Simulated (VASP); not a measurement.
**MnS: single point with PBE**

MnS:

```
Mn S
1.0
     0.00000    2.37686    2.37686
     2.37686    0.00000    2.37686
     2.37686    2.37686    0.00000
Mn S
1 1
Direct
  0.00000 0.00000 0.00000
  0.50000 0.50000 0.50000
```

This cell differs from its parent crystal: volume scaled by 1.040.

* Program: VASP 6.6.1
* Task: single point
* Functional: PBE
* Potentials or basis: VASP PAW PBE potentials, release 64 (Mn_pv, S)
* Cutoff: 520 eV
* k mesh: 12 × 12 × 12
* Occupations: gaussian, width 0.05 eV
* Spin: no spin polarisation

- Pressure: -5.5 GPa

Levels at points of the mesh, in eV from the Fermi level:
```tsv
k point	band 7	band 8	band 9	band 10	band 11	band 12
(0.00, 0.00, 0.00)	-1.77	-1.55	-1.55	-1.55	-1.40	-1.40
(0.50, 0.00, 0.00)	-4.81	-0.30	-0.30	0.14	3.15	3.15
(0.50, 0.50, 0.00)	-3.86	-2.87	-0.85	0.00	0.00	0.62
```

It took 25 s on 1 thread of AMD EPYC 9R45 (Zen 5), on a shared host, peak memory 0.14 GiB.

Caveat: the run has no spin polarisation, though such a crystal can be magnetic; semilocal functionals often make such compounds metallic where correlation or magnetic order opens a gap, which also shifts bond lengths. Spin polarisation is off, so any magnetic state and its effect on volume and gap are missing.
